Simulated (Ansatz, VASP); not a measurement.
## One calculation of Ta, two programs

```
CELL_PARAMETERS angstrom
-1.64026 1.64026 1.64026
1.64026 -1.64026 1.64026
3.28052 3.28052 0.00000
ATOMIC_POSITIONS crystal
Ta 0.01078 0.98922 0.00000
Ta 0.48922 0.51078 0.50000
```

Change from the starting cell: mode 4 (93.3 1/cm) frozen in, largest displacement +0.050 Å.

Alike in both runs: task single point; functional PBEsol; k mesh 22 × 22 × 14; occupations gaussian, width 0.15 eV; no spin polarisation.

|  | VASP | Ansatz |
| --- | --- | --- |
| version | VASP 6.6.1 | Ansatz 0.2.0 |
| potentials or method | VASP PAW PBE potentials, release 64 (Ta_pv), cutoff 520 eV | scalar-relativistic, plane waves, PAW |
| valence electrons in the cell | 22 | 26 |

|  | VASP | Ansatz | Ansatz less VASP |
| --- | --- | --- | --- |
| gap on the k mesh at the Fermi level (eV) | none | none | - |
| pressure (GPa) | 0.6 | 0.4 | -0.22 |
| rms of the force components (eV/Å) | 0.165 | 0.165 | 0.0000 |

VASP's potentials were made for PBE, not for PBEsol. Atom by atom the forces differ by 0.000 eV/Å (rms over components). A gap of «none» marks a metal or a gap that the smearing closes. The functional is the same, so the differences come from potentials, cutoffs and numerics. VASP's potentials hold 22 valence electrons a cell and Ansatz's 26, so a difference there can come from the potentials and not from the codes.

Spin-orbit coupling is off throughout.
